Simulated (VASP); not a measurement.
**AlN: single point with PBEsol**

Crystal: AlN.

```
CELL_PARAMETERS angstrom
-3.11356 0.00000 0.00000
0.00000 5.39284 0.00000
1.55678 -2.69642 -4.98335
ATOMIC_POSITIONS crystal
Al 0.01055 0.33859 0.99848
Al 0.51055 0.83859 0.99848
Al 0.23794 0.90989 0.49848
Al 0.73794 0.40989 0.49848
N 0.79816 0.15457 0.61652
N 0.29816 0.65457 0.61652
N 0.06836 0.71195 0.11652
N 0.56836 0.21195 0.11652
```

This cell differs from its parent crystal: atoms displaced along several vibrational modes.

```yaml
Program: VASP 6.6.1
Task: single point
Functional: PBEsol
Potentials_or_basis: VASP PAW PBE potentials, release 64 (Al, N)
Cutoff: 520 eV
k_mesh: 8 × 8 × 8
Occupations: gaussian, width 0.05 eV
Spin: no spin polarisation
Dipole_correction: no
Further_INCAR_settings: ALGO = Normal; EDIFF = 1e-06; NBANDS = 26
```

| Item | Value |
| --- | --- |
| Pressure | 1.7 GPa |
| Largest force | 1.878 eV/Å |
| Band gap on the k mesh | 4.07 eV |

Forces in eV/Å, atoms in the order of the input:
```
Al   0.172 -1.680  0.192
Al   0.172 -1.680  0.192
Al  -0.172  1.680  0.192
Al  -0.172  1.680  0.192
N   -0.093 -1.865 -0.192
N   -0.093 -1.865 -0.192
N    0.093  1.865 -0.192
N    0.093  1.865 -0.192
```

Stress tensor (GPa, compression positive):
```
-6.88 -0.26  0.00
-0.26 11.14  0.00
 0.00  0.00  0.74
```

Levels at points of the mesh, in eV from the valence-band top:
```
           k point  band 12  band 13  band 14  band 15  band 16  band 17  band 18  band 19  band 20  band 21
(0.00, 0.00, 0.00)    -1.15    -0.63    -0.38    -0.13     0.00     4.07     4.94     4.94     6.51     9.12
(0.50, 0.00, 0.00)    -2.59    -2.26    -2.26    -0.82    -0.82     5.86     5.86     7.21     7.21     8.51
(0.00, 0.50, 0.00)    -1.28    -0.67    -0.67    -0.46    -0.46     5.75     5.75     7.24     7.24     8.60
(0.50, 0.50, 0.00)    -1.62    -1.51    -1.38    -1.38    -0.79     5.18     5.21     5.21     5.78     7.86
(0.50, 0.50, 0.50)    -1.58    -1.58    -1.51    -1.51    -0.86     5.33     5.33     5.58     5.73     7.90
(0.00, 0.00, 0.50)    -0.77    -0.77    -0.55    -0.38    -0.38     5.49     6.19     6.30     6.30     8.25
```

Run time: 98 s on 1 thread of Intel(R) Xeon(R) 6975P-C (Granite Rapids), on a shared host, peak memory 0.37 GiB.

Caveat: the cell differs from its parent crystal (atoms displaced along several vibrational modes); the stress differs along the axes, from -7 to 11 GPa; the PAW data sets were made with another functional, which shifts forces and pressure a little. A k mesh can miss the band edges.
